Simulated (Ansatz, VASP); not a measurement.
# Sr in VASP and in Ansatz

File INCAR:

```
SYSTEM = Sr
PREC = Accurate ; ENCUT = 520
EDIFF = 1E-6 ; ISMEAR = -1
SIGMA = 0.1 ; LREAL = .FALSE.
LASPH = .TRUE. ; NELM = 80
ALGO = Normal ; ISIF = 2
LWAVE = .FALSE. ; LCHARG = .FALSE.
GGA = PS ; NBANDS = 17
```

The input KPOINTS:

```
Automatic mesh
0
G
  12 12 6
  0 0 0
```

POSCAR

```
Sr
1.0
    3.8051558812      0.0000000000      0.0000000000
   -1.9025779406      3.2953616585      0.0000000000
    0.0000000000      0.0000000000      6.2689840297
Sr
2
Direct
    0.3333333333      0.6666666667      0.2500000000
    0.6666666667      0.3333333333      0.7500000000
```

Input for Ansatz:

```yaml
crystal:
  lattice:
    - [3.8051558812, 0.0, 0.0]
    - [-1.9025779406, 3.2953616585, 0.0]
    - [0.0, 0.0, 6.2689840297]
  atoms:
    - { symbol: Sr, position: [0.3333333333, 0.6666666667, 0.25] }
    - { symbol: Sr, position: [0.6666666667, 0.3333333333, 0.75] }
kpoints:
  mp_grid: { grid: [12, 12, 6] }
scf:
  occupations: { method: fermi_dirac, width: 0.1 }
hamiltonian:
  xc: pbesol
  pseudopotentials: { kind: all_electron, lapw: { basis_error: 0.001 } }
output:
  forces: true
  stress: true
  eigenvalues: true
  populations: true
```

Change from the starting cell: volume scaled by 0.75, LAPW.

Alike in both runs: task single point; functional PBEsol; k mesh 12 × 12 × 6; occupations fermi-dirac, width 0.1 eV; no spin polarisation.

|  | VASP | Ansatz |
| --- | --- | --- |
| version | VASP 6.6.1 | Ansatz 0.2.0 |
| potentials or method | VASP PAW PBE potentials, release 64 (Sr_sv), cutoff 520 eV | all-electron LAPW, scalar-relativistic |

```tsv
	VASP	Ansatz	Ansatz less VASP
pressure (GPa)	5.3	5.3	-0.03
traceless stress, the component that is largest in VASP (GPa)	0.12	0.12	0.000
```

VASP's potentials were made for PBE, not for PBEsol. Ansatz ran all-electron here, and VASP with PAW potentials.
